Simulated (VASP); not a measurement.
# Tl3Te2 (Pm-3m) in VASP: single point with PBE

Aim: the single point of Tl3Te2 with PBE.

All numbers are computed with VASP 6.6.1; they aren't measurements. Logs are shortened: lines on timing, memory, paths and dates and some standing lists are left out, and cuts for length are marked.

### 1 The cell of the first run

Symmetry: Pm-3m, No. 221, cubic system. The conventional cell has a = 5.876 Å, b = 5.876 Å, c = 5.876 Å, α = 90.00°, β = 90.00°, γ = 90.00°. Within 3.9 Å of Tl (site symmetry 4/mmm) lie 2 Te at 2.94 Å. Within 5.5 Å of Te (site symmetry m-3m) lie 12 Tl at 4.15 Å and 8 Te at 5.09 Å. Te (site symmetry m-3m) has 6 Tl at 2.94 Å within 3.9 Å.

The cell was built from a structure type or drawn by symmetry, and may not be a known phase.

### 2 Single point, PBE

Contents of INCAR:

```
PREC     = Accurate       # precision mode
ENCUT    = 520            # plane-wave cutoff, eV
EDIFF    = 1E-6           # SCF threshold, eV
ISMEAR   = 0              # smearing method
SIGMA    = 0.1            # smearing width, eV
LREAL    = F              # projectors in reciprocal space
LASPH    = T              # aspherical terms in the spheres
NELM     = 60             # most SCF steps
ALGO     = Normal         # electronic algorithm
ISIF     = 2              # what is computed and relaxed
LWAVE    = F              # write WAVECAR
LCHARG   = T              # write CHGCAR
GGA      = PE             # functional
LELF     = T              # ELF
LVHAR    = T            
NBANDS   = 34             # bands
```

Contents of KPOINTS:

```
Automatic mesh
0
Gamma
  4 4 4
```

Contents of POSCAR:

```
Tl3Te2
1.0
    5.8758299800      0.0000000000      0.0000000000
    0.0000000000      5.8758299800      0.0000000000
    0.0000000000      0.0000000000      5.8758299800
Tl Te
3 2
Direct
    0.5000000000      0.0000000000      0.0000000000
    0.0000000000      0.5000000000      0.0000000000
    0.0000000000      0.0000000000      0.5000000000
    0.5000000000      0.5000000000      0.5000000000
    0.0000000000      0.0000000000      0.0000000000
```

Potentials or basis: VASP PAW PBE potentials, release 64 (Tl_d, Te).

On the command line:

```console
> cat potpaw_PBE.64/Tl_d/POTCAR potpaw_PBE.64/Te/POTCAR > POTCAR
> mpirun -np 1 vasp_std > vasp.out
```

OUTCAR:

```text
PREC = Accurate
   ENCUT = 520
   EDIFF = 1E-6
   ISMEAR = 0
   LREAL = F
   LASPH = T
   NELM = 60
   ISIF = 2
   GGA = PE

 ion  position               nearest neighbor table
   1  0.500  0.000  0.000-   5 2.94   5 2.94
   2  0.000  0.500  0.000-   5 2.94   5 2.94
   3  0.000  0.000  0.500-   5 2.94   5 2.94
   4  0.500  0.500  0.500-
   5  0.000  0.000  0.000-   1 2.94   2 2.94   3 2.94   3 2.94   2 2.94   1 2.94

  LATTYP: Found a simple cubic cell.
 ALAT       =     5.8758299800

  Lattice vectors:

 A1 = (   5.8758299800,   0.0000000000,   0.0000000000)
 A2 = (   0.0000000000,   5.8758299800,   0.0000000000)
 A3 = (   0.0000000000,   0.0000000000,   5.8758299800)

Analysis of symmetry for initial positions (statically):
=====================================================================
 Subroutine PRICEL returns:
 Original cell was already a primitive cell.

 Routine SETGRP: Setting up the symmetry group for a
 simple cubic supercell.

 Subroutine GETGRP returns: Found 48 space group operations
 (whereof 48 operations were pure point group operations)
 out of a pool of 48 trial point group operations.

The static configuration has the point symmetry O_h .

Analysis of symmetry for dynamics (positions and initial velocities):
=====================================================================
 Subroutine PRICEL returns:
 Original cell was already a primitive cell.

 Routine SETGRP: Setting up the symmetry group for a
 simple cubic supercell.

 Subroutine GETGRP returns: Found 48 space group operations
 (whereof 48 operations were pure point group operations)
 out of a pool of 48 trial point group operations.

The dynamic configuration has the point symmetry O_h .

 Subroutine INISYM returns: Found 48 space group operations
 (whereof 48 operations are pure point group operations),
 and found     1 'primitive' translations

----------------------------------------------------------------------------------------

                                     Primitive cell

  volume of cell :     202.8653

  direct lattice vectors                    reciprocal lattice vectors
     5.875829980  0.000000000  0.000000000     0.170188723  0.000000000  0.000000000
     0.000000000  5.875829980  0.000000000     0.000000000  0.170188723  0.000000000
     0.000000000  0.000000000  5.875829980     0.000000000  0.000000000  0.170188723

  length of vectors
     5.875829980  5.875829980  5.875829980     0.170188723  0.170188723  0.170188723

  position of ions in fractional coordinates (direct lattice)
     0.500000000  0.000000000  0.000000000
     0.000000000  0.500000000  0.000000000
     0.000000000  0.000000000  0.500000000
     0.500000000  0.500000000  0.500000000
     0.000000000  0.000000000  0.000000000

  ion indices of the primitive-cell ions
   primitive index   ion index
                 1           1
                 2           2
                 3           3
                 4           4
                 5           5

----------------------------------------------------------------------------------------

 KPOINTS: Automatic mesh

Automatic generation of k-mesh.
 Grid dimensions read from file:
 generate k-points for:    4    4    4

 Generating k-lattice:

  Cartesian coordinates                     Fractional coordinates (reciprocal lattice)
     0.042547181  0.000000000  0.000000000     0.250000000  0.000000000  0.000000000
     0.000000000  0.042547181  0.000000000     0.000000000  0.250000000  0.000000000
     0.000000000  0.000000000  0.042547181     0.000000000  0.000000000  0.250000000

  Length of vectors
     0.042547181  0.042547181  0.042547181

  Shift w.r.t. Gamma in fractional coordinates (k-lattice)
     0.000000000  0.000000000  0.000000000

 Subroutine IBZKPT returns following result:
 ===========================================

 Found     10 irreducible k-points:

 Following reciprocal coordinates:
            Coordinates               Weight
  0.000000  0.000000  0.000000      1.000000
  0.250000  0.000000  0.000000      6.000000
  0.500000  0.000000  0.000000      3.000000
  0.250000  0.250000  0.000000     12.000000
  0.500000  0.250000  0.000000     12.000000
  0.500000  0.500000  0.000000      3.000000
  0.250000  0.250000  0.250000      8.000000
  0.500000  0.250000  0.250000     12.000000
  0.500000  0.500000  0.250000      6.000000
  0.500000  0.500000  0.500000      1.000000
   k-points           NKPTS =     10   k-points in BZ     NKDIM =     10   number of bands    NBANDS=     34
   number of dos      NEDOS =    301   number of ions     NIONS =      5
   total plane-waves  NPLWV = 110592
   dimension x,y,z NGX =    48 NGY =   48 NGZ =   48
   dimension x,y,z NGXF=    96 NGYF=   96 NGZF=   96
   ions per type =               3   2
   NGX,Y,Z   is equivalent  to a cutoff of  13.58, 13.58, 13.58 a.u.
   NGXF,Y,Z  is equivalent  to a cutoff of  27.16, 27.16, 27.16 a.u.
 SYSTEM =  unknown system
   PREC   = accura    normal or accurate (medium, high low for compatibility)
   ISTART =      0    job   : 0-new  1-cont  2-samecut
   ICHARG =      2    charge: 1-file 2-atom 10-const
   ISPIN  =      1    spin polarized calculation?
   LNONCOLLINEAR =      F non collinear calculations
   LSORBIT =      F    spin-orbit coupling
   LASPH  =      T    aspherical Exc in radial PAW
   ENCUT  =  520.0 eV  38.22 Ry    6.18 a.u.  10.93 10.93 10.93*2*pi/ulx,y,z
   NELM   =     60;   NELMIN=  2; NELMDL= -5     # of ELM steps
   EDIFF  = 0.1E-05   stopping-criterion for ELM
   LREAL  =      F    real-space projection
   EDIFFG = 0.1E-04   stopping-criterion for IOM
   NSW    =      0    number of steps for IOM
   IBRION =     -1    ionic relax: 0-MD 1-quasi-New 2-CG
   NFREE  =      0    steps in history (QN), initial steepest desc. (CG)
   ISIF   =      2    stress and relaxation
   ISYM   =      2    0-nonsym 1-usesym 2-fastsym
   POTIM  = 0.5000    time-step for ionic-motion
   TEBEG  =    0.0;   TEEND  =   0.0 temperature during run
   PSTRESS=    0.0 pullay stress
   NELECT =      51.0000    total number of electrons
   NUPDOWN=      -1.0000    fix difference up-down
   EMIN   =  10.00;   EMAX   =-10.00  energy-range for DOS
   EFERMI =   0.00;   METHOD = LEGACY
   ISMEAR =     0;   SIGMA  =   0.10  broadening in eV -4-tet -1-fermi 0-gaus
   EFERMI_NEDOS =   21; number of points for ismear=-14 and -15
   IALGO  =     38    algorithm
   IMIX   =      4    mixing-type and parameters
     AMIX     =   0.40;   BMIX     =  1.00
     AMIX_MAG =   1.60;   BMIX_MAG =  1.00
  volume/ion in A,a.u.               =      40.57       273.80
  Fermi-wavevector in a.u.,A,eV,Ry     =   1.033227  1.952516 14.525004  1.067558
  Thomas-Fermi vector in A             =   2.167463
   LORBIT       =      0    0 simple, 1 ext, 2 COOP (PROOUT), +10 PAW based schemes
   GGA     = PE    functional components
   LHFCALC =     F    Hartree Fock is set to
   AEXX    =    0.0000 exact exchange contribution
   IVDW    =     0    specifies the selected vdW correction
   LEPSILON=     F    determine dielectric tensor
   LRPA    =     F    only Hartree local field effects (RPA)
 non-spin polarized calculation
 Gauss-broadening in eV      SIGMA  =   0.10
  energy-cutoff  :      520.00
  volume of cell :      202.87
 maximum number of plane-waves:      5520
 NGX is ok and might be reduce to    48
   NGX = 21   NGY = 21   NGZ = 21

 number of electron      50.9999983 magnetization

 Free energy of the ion-electron system (eV)
  ---------------------------------------------------
  ext. energy  EPLUGINS =         0.00000000
  ---------------------------------------------------
  free energy    TOTEN  =       -12.19033536 eV

  energy without entropy =      -12.16614968  energy(sigma->0) =      -12.17824252

 E-fermi :   3.8467     XC(G=0):  -8.3141

 val. band max:        3.8404031529   @ k =   0.5000   0.2500   0.2500
 cond. band min:       3.8763835160   @ k =   0.5000   0.2500   0.0000
 fundamental gap:      0.0359803631
 Fermi energy:         3.8466957644

 k-point     1 :       0.0000    0.0000    0.0000
  band No.  band energies     occupation
      1      -9.8281      2.00000
      2      -8.0162      2.00000
      3      -8.0162      2.00000
      4      -8.0162      2.00000
      5      -7.9928      2.00000
      6      -7.9928      2.00000
[... 26 lines left out ...]
     33       8.8055      0.00000
     34       8.8055      0.00000

 k-point     2 :       0.2500    0.0000    0.0000
  band No.  band energies     occupation
      1      -9.7024      2.00000
      2      -8.0582      2.00000
      3      -8.0144      2.00000
      4      -7.9936      2.00000
      5      -7.9936      2.00000
      6      -7.9924      2.00000
[... 26 lines left out ...]
     33       8.9847      0.00000
     34       9.1423      0.00000

 k-point     3 :       0.5000    0.0000    0.0000
  band No.  band energies     occupation
      1      -9.5509      2.00000
      2      -8.1545      2.00000
      3      -8.0125      2.00000
      4      -7.9921      2.00000
      5      -7.9370      2.00000
      6      -7.9370      2.00000
[... 26 lines left out ...]
     33       6.5181      0.00000
     34       9.2926      0.00000

 k-point     4 :       0.2500    0.2500    0.0000
  band No.  band energies     occupation
      1      -9.5654      2.00000
      2      -8.0809      2.00000
      3      -8.0449      2.00000
      4      -8.0016      2.00000
      5      -7.9835      2.00000
      6      -7.9706      2.00000
[... 26 lines left out ...]
     33       8.9617      0.00000
     34       9.1546      0.00000

 k-point     5 :       0.5000    0.2500    0.0000
  band No.  band energies     occupation
      1      -9.3950      2.00000
      2      -8.1661      2.00000
      3      -8.0628      2.00000
      4      -7.9960      2.00000
      5      -7.9353      2.00000
      6      -7.9325      2.00000
[... 26 lines left out ...]
     33       7.6321      0.00000
     34       9.0926      0.00000

 k-point     6 :       0.5000    0.5000    0.0000
  band No.  band energies     occupation
      1      -9.1893      2.00000
      2      -8.1773      2.00000
      3      -8.1773      2.00000
      4      -7.9725      2.00000
      5      -7.9338      2.00000
      6      -7.9338      2.00000
[... 26 lines left out ...]
     33       7.0350      0.00000
     34       8.3870      0.00000

 k-point     7 :       0.2500    0.2500    0.2500
  band No.  band energies     occupation
      1      -9.4138      2.00000
      2      -8.0916      2.00000
      3      -8.0916      2.00000
      4      -7.9960      2.00000
      5      -7.9671      2.00000
      6      -7.9671      2.00000
[... 26 lines left out ...]
     33       9.0197      0.00000
     34       9.1192      0.00000

 k-point     8 :       0.5000    0.2500    0.2500
  band No.  band energies     occupation
      1      -9.2173      2.00000
      2      -8.1781      2.00000
      3      -8.1006      2.00000
      4      -7.9907      2.00000
      5      -7.9413      2.00000
      6      -7.9343      2.00000
[... 26 lines left out ...]
     33       7.4895      0.00000
     34       9.1126      0.00000

 k-point     9 :       0.5000    0.5000    0.2500
  band No.  band energies     occupation
      1      -8.9636      2.00000
      2      -8.1898      2.00000
      3      -8.1898      2.00000
      4      -7.9820      2.00000
      5      -7.9362      2.00000
      6      -7.9362      2.00000
[... 26 lines left out ...]
     33       7.5348      0.00000
     34       8.4857      0.00000

 k-point    10 :       0.5000    0.5000    0.5000
  band No.  band energies     occupation
      1      -8.4994      2.00000
      2      -8.2019      2.00000
      3      -8.2019      2.00000
      4      -8.2019      2.00000
      5      -7.9384      2.00000
      6      -7.9384      2.00000
[... 26 lines left out ...]
     33       8.5967      0.00000
     34       8.5967      0.00000

------------------------ aborting loop because EDIFF is reached ----------------------------------------

  FORCE on cell =-STRESS in cart. coord.  units (eV):
  Direction    XX          YY          ZZ          XY          YZ          ZX
  --------------------------------------------------------------------------------------
  -------------------------------------------------------------------------------------
  Total        2.0649677      2.0649677      2.0649677      0.0000000      0.0000000     -0.0000000
  in kB       16.3085817     16.3085817     16.3085817      0.0000000      0.0000000     -0.0000000
  external PRESSURE =      16.3085817 kB  Pullay stress =       0.0000000 kB

 VOLUME and BASIS-vectors are now :
 -----------------------------------------------------------------------------
  energy-cutoff  :      520.00
  volume of cell :      202.87
      direct lattice vectors                 reciprocal lattice vectors
     5.875829980  0.000000000  0.000000000     0.170188723  0.000000000  0.000000000
     0.000000000  5.875829980  0.000000000     0.000000000  0.170188723  0.000000000
     0.000000000  0.000000000  5.875829980     0.000000000  0.000000000  0.170188723

 POSITION                                       TOTAL-FORCE (eV/Angst)
 -----------------------------------------------------------------------------------
      2.93791      0.00000      0.00000         0.000000      0.000000      0.000000
      0.00000      2.93791      0.00000         0.000000      0.000000      0.000000
      0.00000      0.00000      2.93791         0.000000      0.000000      0.000000
      2.93791      2.93791      2.93791         0.000000      0.000000      0.000000
      0.00000      0.00000      0.00000         0.000000      0.000000      0.000000
 -----------------------------------------------------------------------------------
    total drift:                                0.000000      0.000000      0.000000

  FREE ENERGIE OF THE ION-ELECTRON SYSTEM (eV)
  ---------------------------------------------------
  free  energy   TOTEN  =       -12.1903353557 eV

  energy  without entropy=      -12.1661496758  energy(sigma->0) =      -12.17824252
```

Wall time 93 s (1 thread of Intel Xeon 8259CL, shared host); peak memory 0.34 GiB.

What came out:

```yaml
Free_energy: -12.1903 eV
Pressure: 1.6 GPa
Band_gap_on_the_k_mesh: zero (an odd number of electrons rules out a gap without spin polarisation)
```

Levels at points of the mesh, in eV from the Fermi level:
| k point | band 23 | band 24 | band 25 | band 26 | band 27 | band 28 | band 29 | band 30 |
| --- | --- | --- | --- | --- | --- | --- | --- | --- |
| (0.00, 0.00, 0.00) | -4.54 | -1.05 | -1.05 | -1.05 | 2.59 | 2.59 | 2.59 | 3.42 |
| (0.50, 0.00, 0.00) | -1.13 | -1.13 | -0.49 | -0.04 | 1.53 | 1.91 | 2.15 | 2.15 |
| (0.50, 0.50, 0.00) | -1.19 | -0.79 | -0.40 | 0.13 | 0.13 | 1.19 | 1.19 | 2.49 |
| (0.50, 0.50, 0.50) | -2.16 | 0.28 | 0.28 | 0.28 | 1.76 | 1.76 | 1.76 | 2.52 |

Caveat: spin-orbit coupling is left out, which moves the levels of the heavy elements.
